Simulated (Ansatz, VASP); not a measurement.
Two plane-wave programs on BAs

```
B As
1.0
     0.00000    2.38607    2.38607
     2.38607    0.00000    2.38607
     2.38607    2.38607    0.00000
B As
1 1
Direct
  0.00000 0.00000 0.00000
  0.25000 0.25000 0.25000
```

Alike in both runs: functional HSE06; k mesh 6 × 6 × 6; no spin polarisation.

Ansatz relaxed the structure, and its values are those at the end. VASP's run is a single point on that final structure, the one shown.

|  | VASP | Ansatz |
| --- | --- | --- |
| version | VASP 6.6.1 | Ansatz 0.2.0 |
| potentials or method | VASP PAW PBE potentials, release 64 (B, As), cutoff 520 eV | scalar-relativistic, plane waves, PAW |
| occupations | gaussian, width 0.01 eV | fixed |
| valence electrons in the cell | 8 | 18 |

```csv
,VASP,Ansatz,Ansatz less VASP
gap on the k mesh at the Fermi level (eV),1.94,1.94,-0.008
least direct gap on the mesh (eV),4.12,4.12,+0.004
pressure (GPa),-0.1,0.0,+0.12
```

VASP's potentials hold 8 valence electrons a cell and Ansatz's 18, so a difference there can come from the potentials and not from the codes.
